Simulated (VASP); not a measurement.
Input of a VASP 6.6.1 run:

Contents of INCAR:

```
  PREC = Accurate
  ENCUT = 520
  EDIFF = 1E-6
  ISMEAR = -1
  SIGMA = 0.1
  LREAL = F
  LASPH = T
  NELM = 60
  ALGO = Normal
  ISIF = 2
  LWAVE = F
  LCHARG = F
  GGA = RP
  NBANDS = 8
```

Contents of KPOINTS:

```
regular mesh
0
Gamma
  13 13 13
```

POSCAR

```
Al
1.0
    2.7753714592      0.0000000000      0.0000000000
    0.0000000000      2.7753714592      0.0000000000
    0.0000000000      0.0000000000      2.7753714592
Al
1
Direct
    0.0000000000      0.0000000000      0.0000000000
```

Potentials or basis: VASP PAW PBE potentials, release 64 (Al).

Run with:

```console
$ cat potpaw_PBE.64/Al/POTCAR > POTCAR
$ mpirun -np 1 vasp_std > vasp.out
```

Estimate the pressure.

-2.1 GPa.

Caveat: the PAW data sets were made with another functional, which shifts forces and pressure a little.
